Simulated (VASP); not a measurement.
# BN in VASP: notebook

BN is run at these levels: PBE; tasks: single point.

All numbers are computed with VASP 6.6.1; they aren't measurements. Logs are shortened: lines on timing, memory, paths and dates and some standing lists are left out, and cuts for length are marked.

### Step 1. The cell of the first run

The typed cell holds 4 atoms: a = 2.498 Å, b = 2.498 Å, c = 6.636 Å, α = 90.00°, β = 90.00°, γ = 120.00°.

### Step 2. Single point, PBE (atoms moved at random)

INCAR reads:

```
ALGO = Normal
EDIFF = 1E-6
ENCUT = 520
GGA = PE
ISIF = 2
ISMEAR = -1
LASPH = T
LCHARG = F
LREAL = F
LWAVE = F
NBANDS = 16
NELM = 100
PREC = Accurate
SIGMA = 0.05
```

KPOINTS reads:

```
k-points
0
Gamma
  12 12 4
```

POSCAR reads:

```
BN
1.0
    2.4982400000      0.0000000000      0.0000000000
   -1.2491200000      2.1635393048      0.0000000000
    0.0000000000      0.0000000000      6.6357000000
N B
2 2
Direct
    0.6597840000      0.3207180000      0.2517580000
    0.3332800000      0.6657180000      0.7497540000
    0.6788360000      0.3462950000      0.7518390000
    0.3365260000      0.6643780000      0.2477510000
```

Potentials or basis: VASP PAW PBE potentials, release 64 (N, B).

Started as:

```
$ cat potpaw_PBE.64/N/POTCAR potpaw_PBE.64/B/POTCAR > POTCAR
$ mpirun -np 1 vasp_std > vasp.out
```

OUTCAR:

```text
EDIFF = 1E-6
   ENCUT = 520
   GGA = PE
   ISIF = 2
   ISMEAR = -1
   LASPH = T
   LREAL = F
   NELM = 100
   PREC = Accurate

 ion  position               nearest neighbor table
   1  0.660  0.321  0.252-   4 1.42   4 1.44   4 1.46
   2  0.333  0.666  0.750-   3 1.42   3 1.44   3 1.47
   3  0.679  0.346  0.752-   2 1.42   2 1.44   2 1.47
   4  0.337  0.664  0.248-   1 1.42   1 1.44   1 1.46

  LATTYP: Found a hexagonal cell.
 ALAT       =     2.4982400000
 C/A-ratio  =     2.6561499296

  Lattice vectors:

 A1 = (   2.4982400000,   0.0000000000,   0.0000000000)
 A2 = (  -1.2491200000,   2.1635393048,   0.0000000000)
 A3 = (   0.0000000000,   0.0000000000,   6.6357000000)

Analysis of symmetry for initial positions (statically):
=====================================================================
 Subroutine PRICEL returns:
 Original cell was already a primitive cell.

 Routine SETGRP: Setting up the symmetry group for a
 hexagonal supercell.

 Subroutine GETGRP returns: Found  1 space group operations
 (whereof  1 operations were pure point group operations)
 out of a pool of 24 trial point group operations.

The static configuration has the point symmetry C_1 .

Analysis of symmetry for dynamics (positions and initial velocities):
=====================================================================
 Subroutine PRICEL returns:
 Original cell was already a primitive cell.

 Routine SETGRP: Setting up the symmetry group for a
 hexagonal supercell.

 Subroutine GETGRP returns: Found  1 space group operations
 (whereof  1 operations were pure point group operations)
 out of a pool of 24 trial point group operations.

The dynamic configuration has the point symmetry C_1 .

 Subroutine INISYM returns: Found  1 space group operations
 (whereof  1 operations are pure point group operations),
 and found     1 'primitive' translations

----------------------------------------------------------------------------------------

                                     Primitive cell

  volume of cell :      35.8662

  direct lattice vectors                    reciprocal lattice vectors
     2.498240000  0.000000000  0.000000000     0.400281798  0.231102804  0.000000000
    -1.249120000  2.163539305  0.000000000     0.000000000  0.462205608  0.000000000
     0.000000000  0.000000000  6.635700000     0.000000000  0.000000000  0.150700002

  length of vectors
     2.498240000  2.498240000  6.635700000     0.462205608  0.462205608  0.150700002

  position of ions in fractional coordinates (direct lattice)
     0.659784000  0.320718000  0.251758000
     0.333280000  0.665718000  0.749754000
     0.678836000  0.346295000  0.751839000
     0.336526000  0.664378000  0.247751000

  ion indices of the primitive-cell ions
   primitive index   ion index
                 1           1
                 2           2
                 3           3
                 4           4

----------------------------------------------------------------------------------------

 KPOINTS: k-points

Automatic generation of k-mesh.
 Grid dimensions read from file:
 generate k-points for:   12   12    4

 Generating k-lattice:

  Cartesian coordinates                     Fractional coordinates (reciprocal lattice)
     0.033356817  0.019258567  0.000000000     0.083333333 -0.000000000  0.000000000
     0.000000000  0.038517134  0.000000000     0.000000000  0.083333333  0.000000000
     0.000000000  0.000000000  0.037675000     0.000000000  0.000000000  0.250000000

  Length of vectors
     0.038517134  0.038517134  0.037675000

  Shift w.r.t. Gamma in fractional coordinates (k-lattice)
     0.000000000  0.000000000  0.000000000

 Subroutine IBZKPT returns following result:
 ===========================================

 Found    292 irreducible k-points:

 Following reciprocal coordinates:
            Coordinates               Weight
  0.000000  0.000000  0.000000      1.000000
  0.083333 -0.000000  0.000000      2.000000
  0.000000  0.083333  0.000000      2.000000
 -0.083333  0.083333  0.000000      2.000000
  0.166667  0.000000  0.000000      2.000000
  0.000000  0.166667  0.000000      2.000000
[... 16 lines left out ...]
  0.166667  0.083333  0.000000      2.000000
 -0.083333  0.250000  0.000000      2.000000
 [... further k-points ...]
   k-points           NKPTS =    292   k-points in BZ     NKDIM =    292   number of bands    NBANDS=     16
   number of dos      NEDOS =    301   number of ions     NIONS =      4
   total plane-waves  NPLWV =  20000
   dimension x,y,z NGX =    20 NGY =   20 NGZ =   50
   dimension x,y,z NGXF=    40 NGYF=   40 NGZF=  100
   ions per type =               2   2
   NGX,Y,Z   is equivalent  to a cutoff of  13.31, 13.31, 12.53 a.u.
   NGXF,Y,Z  is equivalent  to a cutoff of  26.62, 26.62, 25.05 a.u.
 SYSTEM =  unknown system
   PREC   = accura    normal or accurate (medium, high low for compatibility)
   ISTART =      0    job   : 0-new  1-cont  2-samecut
   ICHARG =      2    charge: 1-file 2-atom 10-const
   ISPIN  =      1    spin polarized calculation?
   LNONCOLLINEAR =      F non collinear calculations
   LSORBIT =      F    spin-orbit coupling
   LASPH  =      T    aspherical Exc in radial PAW
   ENCUT  =  520.0 eV  38.22 Ry    6.18 a.u.   4.65  4.65 12.34*2*pi/ulx,y,z
   NELM   =    100;   NELMIN=  2; NELMDL= -5     # of ELM steps
   EDIFF  = 0.1E-05   stopping-criterion for ELM
   LREAL  =      F    real-space projection
   EDIFFG = 0.1E-04   stopping-criterion for IOM
   NSW    =      0    number of steps for IOM
   IBRION =     -1    ionic relax: 0-MD 1-quasi-New 2-CG
   NFREE  =      0    steps in history (QN), initial steepest desc. (CG)
   ISIF   =      2    stress and relaxation
   ISYM   =      2    0-nonsym 1-usesym 2-fastsym
   POTIM  = 0.5000    time-step for ionic-motion
   TEBEG  =    0.0;   TEEND  =   0.0 temperature during run
   PSTRESS=    0.0 pullay stress
   NELECT =      16.0000    total number of electrons
   NUPDOWN=      -1.0000    fix difference up-down
   EMIN   =  10.00;   EMAX   =-10.00  energy-range for DOS
   EFERMI =   0.00;   METHOD = LEGACY
   ISMEAR =    -1;   SIGMA  =   0.05  broadening in eV -4-tet -1-fermi 0-gaus
   EFERMI_NEDOS =   21; number of points for ismear=-14 and -15
   IALGO  =     38    algorithm
   IMIX   =      4    mixing-type and parameters
     AMIX     =   0.40;   BMIX     =  1.00
     AMIX_MAG =   1.60;   BMIX_MAG =  1.00
  volume/ion in A,a.u.               =       8.97        60.51
  Fermi-wavevector in a.u.,A,eV,Ry     =   1.250891  2.363842 21.289433  1.564729
  Thomas-Fermi vector in A             =   2.384864
   LORBIT       =      0    0 simple, 1 ext, 2 COOP (PROOUT), +10 PAW based schemes
   GGA     = PE    functional components
   LHFCALC =     F    Hartree Fock is set to
   AEXX    =    0.0000 exact exchange contribution
   IVDW    =     0    specifies the selected vdW correction
   LEPSILON=     F    determine dielectric tensor
   LRPA    =     F    only Hartree local field effects (RPA)
 non-spin polarized calculation
  energy-cutoff  :      520.00
  volume of cell :       35.87
 maximum number of plane-waves:       985
   NGX =  9   NGY =  9   NGZ = 25

 number of electron      15.9999998 magnetization

 Free energy of the ion-electron system (eV)
  ---------------------------------------------------
  ext. energy  EPLUGINS =         0.00000000
  ---------------------------------------------------
  free energy    TOTEN  =       -35.10441814 eV

  energy without entropy =      -35.10441814  energy(sigma->0) =      -35.10441814

 E-fermi :   3.3747     XC(G=0): -10.0890

 val. band max:        2.3086925662   @ k =  -0.4167  -0.2500   0.0000
 cond. band min:       6.5330976770   @ k =   0.5000   0.0000   0.0000
 fundamental gap:      4.2244051108
 Fermi energy:         3.3747263759

 k-point     1 :       0.0000    0.0000    0.0000
  band No.  band energies     occupation
      1     -15.5324      2.00000
      2     -15.2370      2.00000
      3      -3.9447      2.00000
      4      -1.8155      2.00000
      5       0.6220      2.00000
      6       0.7134      2.00000
[... 8 lines left out ...]
     15      14.7307      0.00000
     16      15.4380      0.00000

 k-point     2 :       0.0833   -0.0000    0.0000
  band No.  band energies     occupation
      1     -15.3958      2.00000
      2     -15.1051      2.00000
      3      -3.7570      2.00000
      4      -1.6469      2.00000
      5       0.1163      2.00000
      6       0.4253      2.00000
[... 8 lines left out ...]
     15      14.9377      0.00000
     16      15.2785      0.00000

 k-point     3 :       0.0000    0.0833    0.0000
  band No.  band energies     occupation
      1     -15.3955      2.00000
      2     -15.1048      2.00000
      3      -3.7573      2.00000
      4      -1.6474      2.00000
      5       0.1924      2.00000
      6       0.3611      2.00000
[... 8 lines left out ...]
     15      15.0452      0.00000
     16      15.2632      0.00000

 k-point     4 :      -0.0833    0.0833    0.0000
  band No.  band energies     occupation
      1     -15.3958      2.00000
      2     -15.1051      2.00000
      3      -3.7570      2.00000
      4      -1.6469      2.00000
      5       0.1837      2.00000
      6       0.2804      2.00000
[... 8 lines left out ...]
     15      14.8872      0.00000
     16      15.2835      0.00000

 k-point     5 :       0.1667    0.0000    0.0000
  band No.  band energies     occupation
      1     -14.9936      2.00000
      2     -14.7168      2.00000
      3      -3.2007      2.00000
      4      -1.2099      2.00000
      5      -1.1500      2.00000
      6      -0.8214      2.00000
[... 8 lines left out ...]
     15      16.3071      0.00000
     16      16.5310      0.00000

 k-point     6 :       0.0000    0.1667    0.0000
  band No.  band energies     occupation
      1     -14.9924      2.00000
      2     -14.7157      2.00000
      3      -3.2019      2.00000
      4      -1.1750      2.00000
      5      -1.1352      2.00000
      6      -0.7668      2.00000
[... 8 lines left out ...]
     15      16.2647      0.00000
     16      16.6400      0.00000

 k-point     7 :      -0.1667    0.1667    0.0000
  band No.  band energies     occupation
      1     -14.9934      2.00000
      2     -14.7169      2.00000
      3      -3.2007      2.00000
      4      -1.1559      2.00000
      5      -1.0907      2.00000
      6      -1.0164      2.00000
[... 8 lines left out ...]
     15      16.3130      0.00000
     16      16.4827      0.00000

 k-point     8 :       0.2500    0.0000    0.0000
  band No.  band energies     occupation
      1     -14.3525      2.00000
      2     -14.0997      2.00000
      3      -2.9309      2.00000
      4      -2.6513      2.00000
      5      -2.2998      2.00000
      6      -0.7878      2.00000
[... 8 lines left out ...]
     15      17.7035      0.00000
     16      18.2131      0.00000

 k-point     9 :       0.0000    0.2500    0.0000
  band No.  band energies     occupation
      1     -14.3497      2.00000
      2     -14.0974      2.00000
      3      -2.8980      2.00000
      4      -2.6095      2.00000
      5      -2.3031      2.00000
      6      -0.8600      2.00000
[... 8 lines left out ...]
     15      17.6827      0.00000
     16      18.2295      0.00000
[... 172 lines left out ...]
 k-point    19 :       0.5000    0.5000    0.0000
  band No.  band energies     occupation
      1     -12.3199      2.00000
      2     -12.2459      2.00000
      3      -6.6274      2.00000
      4      -6.5578      2.00000
      5      -1.8215      2.00000
      6      -1.7521      2.00000
[... 8 lines left out ...]
     15      17.6501      0.00000
     16      21.0671      0.00000

 k-point    20 :       0.0833    0.0833    0.0000
  band No.  band energies     occupation
      1     -15.1257      2.00000
      2     -14.8444      2.00000
      3      -3.3855      2.00000
      4      -1.3159      2.00000
      5      -0.5686      2.00000
      6      -0.5452      2.00000
[... 8 lines left out ...]
     15      15.5924      0.00000
     16      16.4470      0.00000

 k-point    21 :      -0.0833    0.1667    0.0000
  band No.  band energies     occupation
      1     -15.1257      2.00000
      2     -14.8443      2.00000
      3      -3.3855      2.00000
      4      -1.3160      2.00000
      5      -0.6829      2.00000
      6      -0.3892      2.00000
[... 8 lines left out ...]
     15      15.7551      0.00000
     16      16.4579      0.00000

 k-point    22 :      -0.1667    0.0833    0.0000
  band No.  band energies     occupation
      1     -15.1266      2.00000
      2     -14.8451      2.00000
      3      -3.3846      2.00000
      4      -1.3144      2.00000
      5      -0.7639      2.00000
      6      -0.3516      2.00000
[... 8 lines left out ...]
     15      15.6858      0.00000
     16      16.4355      0.00000

 k-point    23 :       0.1667    0.0833    0.0000
  band No.  band energies     occupation
      1     -14.6023      2.00000
      2     -14.3401      2.00000
      3      -2.6566      2.00000
      4      -2.0976      2.00000
      5      -1.9066      2.00000
      6      -0.6774      2.00000
[... 8 lines left out ...]
     15      16.9824      0.00000
     16      17.7450      0.00000

 k-point    24 :      -0.0833    0.2500    0.0000
  band No.  band energies     occupation
      1     -14.6015      2.00000
      2     -14.3391      2.00000
      3      -2.6578      2.00000
      4      -2.1357      2.00000
      5      -1.7880      2.00000
      6      -0.8086      2.00000
[... 8 lines left out ...]
     15      17.0230      0.00000
     16      17.7365      0.00000

 [... further k-points ...]

------------------------ aborting loop because EDIFF is reached ----------------------------------------

  FORCE on cell =-STRESS in cart. coord.  units (eV):
  Direction    XX          YY          ZZ          XY          YZ          ZX
  --------------------------------------------------------------------------------------
  -------------------------------------------------------------------------------------
  Total        1.5973334      1.4359162      0.6248092      0.0348947      0.0089902      0.0043342
  in kB       71.3543536     64.1436962     27.9108020      1.5587800      0.4016008      0.1936149
  external PRESSURE =      54.4696173 kB  Pullay stress =       0.0000000 kB

 VOLUME and BASIS-vectors are now :
 -----------------------------------------------------------------------------
  energy-cutoff  :      520.00
  volume of cell :       35.87
      direct lattice vectors                 reciprocal lattice vectors
     2.498240000  0.000000000  0.000000000     0.400281798  0.231102804  0.000000000
    -1.249120000  2.163539305  0.000000000     0.000000000  0.462205608  0.000000000
     0.000000000  0.000000000  6.635700000     0.000000000  0.000000000  0.150700002

 POSITION                                       TOTAL-FORCE (eV/Angst)
 -----------------------------------------------------------------------------------
      1.24768      0.69389      1.67059         0.480690      0.965437     -0.363779
      0.00105      1.44031      4.97514         0.606246      1.218390      0.205890
      1.26333      0.74922      4.98898        -0.606344     -1.221057     -0.206395
      0.01083      1.43741      1.64400        -0.480591     -0.962770      0.364284
 -----------------------------------------------------------------------------------
    total drift:                                0.000165      0.000347      0.000172

  FREE ENERGIE OF THE ION-ELECTRON SYSTEM (eV)
  ---------------------------------------------------
  free  energy   TOTEN  =       -35.1044181410 eV

  energy  without entropy=      -35.1044181409  energy(sigma->0) =      -35.10441814
```

Run time: 81 s. Hardware: 1 thread of Intel Xeon Platinum 8488C (Sapphire Rapids), shared host; peak memory 0.25 GiB.

What came out:

- Free energy: -35.1044 eV
- Pressure: 5.4 GPa
- Largest force: 1.379 eV/Å
- Band gap on the k mesh: 4.22 eV, indirect (least direct gap 4.63 eV)

Forces on the atoms (eV/Å):
```
N    0.481  0.965 -0.364
N    0.606  1.218  0.206
B   -0.606 -1.221 -0.206
B   -0.481 -0.963  0.364
```

Caveat: the cell differs from its parent crystal (atoms moved at random); forces of over 1 eV/Å act on the atoms, so gaps and moduli don't describe the material at rest.

### Step 3. Single point, PBE (volume scaled by 0.96)

INCAR reads:

```
SYSTEM = BN
  PREC = Accurate
  ENCUT = 520
  EDIFF = 1E-6
  ISMEAR = -1
  SIGMA = 0.05
  LREAL = .False.
  LASPH = .True.
  NELM = 80
  ALGO = Normal
  ISIF = 2
  LWAVE = .False.
  LCHARG = .False.
  GGA = PE
  NBANDS = 16
```

KPOINTS reads:

```
Automatic mesh
0
Gamma
  12 12 4
  0 0 0
```

POSCAR reads:

```
BN
1.0
    2.4644758610      0.0000000000      0.0000000000
   -1.2322379305      2.1342987027      0.0000000000
    0.0000000000      0.0000000000      6.5460173847
N B
2 2
Direct
    0.6666666667      0.3333333333      0.2500000000
    0.3333333333      0.6666666667      0.7500000000
    0.6666666667      0.3333333333      0.7500000000
    0.3333333333      0.6666666667      0.2500000000
```

Potentials or basis: VASP PAW PBE potentials, release 64 (N, B).

Started as:

```
$ cat potpaw_PBE.64/N/POTCAR potpaw_PBE.64/B/POTCAR > POTCAR
$ mpirun -np 1 vasp_std > vasp.out
```

It took 45 s on 1 thread of Intel Xeon 6975P-C, shared host; peak memory 0.15 GiB.

Results (log left out):

```yaml
Free_energy: -35.0510 eV
Pressure: 16.3 GPa
Band_gap_on_the_k_mesh: 4.33 eV, indirect (least direct gap 4.76 eV)
```

Stress tensor (GPa, compression positive):
```
22.72  0.00  0.00
 0.00 22.72  0.00
 0.00  0.00  3.46
```

Levels at points of the mesh, in eV from the valence-band top:
```tsv
k point	band 5	band 6	band 7	band 8	band 9	band 10	band 11	band 12
(0.00, 0.00, 0.00)	-1.27	-1.27	-1.23	-1.23	5.35	10.66	11.95	11.95
(0.50, 0.00, 0.00)	-4.21	-4.15	-1.52	-0.45	4.33	5.81	9.98	10.47
(0.00, 0.00, 0.50)	-1.25	-1.25	-1.25	-1.25	7.85	7.85	12.01	12.01
(0.50, 0.00, 0.50)	-4.18	-4.18	-0.96	-0.96	4.83	4.83	10.43	10.43
```

Caveat: this functional lacks dispersion, which binds the layers, so the pressure and a relaxed spacing across them are unreliable. A k mesh can miss the band edges.

### Step 4. Single point, PBE

INCAR reads:

```
SYSTEM = BN
PREC = Accurate
ENCUT = 520
EDIFF = 1E-7
ISMEAR = -1
SIGMA = 0.05
LREAL = .FALSE.
LASPH = .TRUE.
NELM = 60
ALGO = Normal
ISIF = 2
LWAVE = .FALSE.
LCHARG = .FALSE.
GGA = PE
NBANDS = 16
```

KPOINTS reads:

```
Automatic mesh
0
G
  12 12 4
  0 0 0
```

POSCAR reads:

```
BN
1.0
    2.4982400000      0.0000000000      0.0000000000
   -1.2491200000      2.1635393048      0.0000000000
    0.0000000000      0.0000000000      6.6357000000
N B
2 2
Direct
    0.6666666667      0.3333333333      0.2500000000
    0.3333333333      0.6666666667      0.7500000000
    0.6666666667      0.3333333333      0.7500000000
    0.3333333333      0.6666666667      0.2500000000
```

Started as:

```
$ cat potpaw_PBE.64/N/POTCAR potpaw_PBE.64/B/POTCAR > POTCAR
$ mpirun -np 1 vasp_std > vasp.out
```

Run time: 56 s. Hardware: 1 thread of Intel Xeon 6975P-C, shared host; peak memory 0.16 GiB.

The run converged. Its results:

| Quantity | Value |
| --- | --- |
| Free energy | -35.1469 eV |
| Pressure | 5.1 GPa |
| Band gap on the k mesh | 4.29 eV, indirect (least direct gap 4.66 eV) |

Stress tensor (GPa, compression positive):
```
6.30 0.00 0.00
0.00 6.30 0.00
0.00 0.00 2.84
```

Levels at points of the mesh, in eV from the valence-band top:
| k point | band 6 | band 7 | band 8 | band 9 | band 10 | band 11 |
| --- | --- | --- | --- | --- | --- | --- |
| (0.00, 0.00, 0.00) | -1.32 | -1.29 | -1.29 | 5.27 | 10.35 | 11.61 |
| (0.50, 0.00, 0.00) | -4.09 | -1.45 | -0.43 | 4.29 | 5.66 | 9.60 |
| (0.00, 0.00, 0.50) | -1.30 | -1.30 | -1.30 | 7.64 | 7.64 | 11.67 |
| (0.50, 0.00, 0.50) | -4.12 | -0.92 | -0.92 | 4.75 | 4.75 | 9.99 |

Caveat: this functional lacks dispersion, which binds the layers, so the pressure and a relaxed spacing across them are unreliable.

(Continued in part 2 of 2.)
